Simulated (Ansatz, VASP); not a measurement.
One calculation of MoS, two programs

```xyz
2
Lattice="0.0000 2.5739 2.5739 2.5739 0.0000 2.5739 2.5739 2.5739 0.0000" Properties=species:S:1:pos:R:3 pbc="T T T"
Mo    0.0000    0.0000    0.0000
S     2.5739    2.5739    2.5739
```

Alike in both runs: task single point; functional PBE; k mesh 14 × 14 × 14; occupations gaussian, width 0.1 eV; collinear spin.

|  | VASP | Ansatz |
| --- | --- | --- |
| version | VASP 6.6.1 | Ansatz 0.2.0 |
| potentials or method | VASP PAW PBE potentials, release 64 (Mo_sv, S), cutoff 520 eV | scalar-relativistic, plane waves, PAW |
| valence electrons in the cell | 20 | 20 |

```tsv
	VASP	Ansatz	Ansatz less VASP
gap on the k mesh at the Fermi level (eV)	none	none	-
pressure (GPa)	-13.1	-13.2	-0.10
net moment per atom (μB)	0.51	0.51	-0.003
size of the moment on the site where the two differ most (μB)	0.91	0.78	-0.133
```

Site moments also hang on the region over which each program counts them. A gap of «none» marks a metal or a gap that the smearing closes. The functional is the same, so the differences come from potentials, cutoffs and numerics.
